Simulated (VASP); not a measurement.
Ta: single point with PBEsol

System: Ta, a slab with vacuum.

```
Ta
1.0
     4.64046    0.00000    0.00000
    -2.32023    4.01875    0.00000
     0.00000    0.00000   19.78890
Ta
5
Cartesian
  3.4803 0.6698 8.2329
  -1.1601 3.3490 9.0243
  1.1601 2.0094 9.8944
  3.4803 0.6698 10.7646
  -1.1601 3.3490 11.5560
```

```json
{
  "Program": "VASP 6.6.1",
  "Task": "single point",
  "Functional": "PBEsol",
  "Potentials or basis": "VASP PAW PBE potentials, release 64 (Ta_pv)",
  "Cutoff": "520 eV",
  "k mesh": "8 × 8 × 1",
  "Occupations": "fermi-dirac, width 0.08 eV",
  "Spin": "no spin polarisation",
  "Dipole correction": "no",
  "Further INCAR settings": "ALGO = Normal; EDIFF = 1e-06; NBANDS = 36"
}
```

| Item | Value |
| --- | --- |
| Largest force | 0.024 eV/Å |
| Band gap on the k mesh | zero (an odd number of electrons rules out a gap without spin polarisation) |

Forces on the atoms (eV/Å):
```
Ta   0.000  0.000 -0.024
Ta   0.000  0.000 -0.023
Ta   0.000  0.000  0.000
Ta   0.000  0.000  0.023
Ta   0.000  0.000  0.024
```

Levels at points of the mesh, in eV from the Fermi level:
```
           k point  band 24  band 25  band 26  band 27  band 28  band 29  band 30  band 31  band 32  band 33
(0.00, 0.00, 0.00)    -1.02    -1.02    -0.71    -0.48    -0.48     0.31     0.31     0.77     2.36     2.36
(0.50, 0.00, 0.00)    -0.92    -0.90    -0.87    -0.84    -0.59     0.38     0.66     1.22     1.80     2.22
```

It took 2.5 min on 1 thread of AMD EPYC 9R45 96-Core Processor (Zen 5) (shared host), peak memory 0.42 GiB.

Caveat: the PAW data sets were made with another functional, which shifts forces and pressure a little; spin-orbit coupling is left out, which moves the levels of the heavy elements.
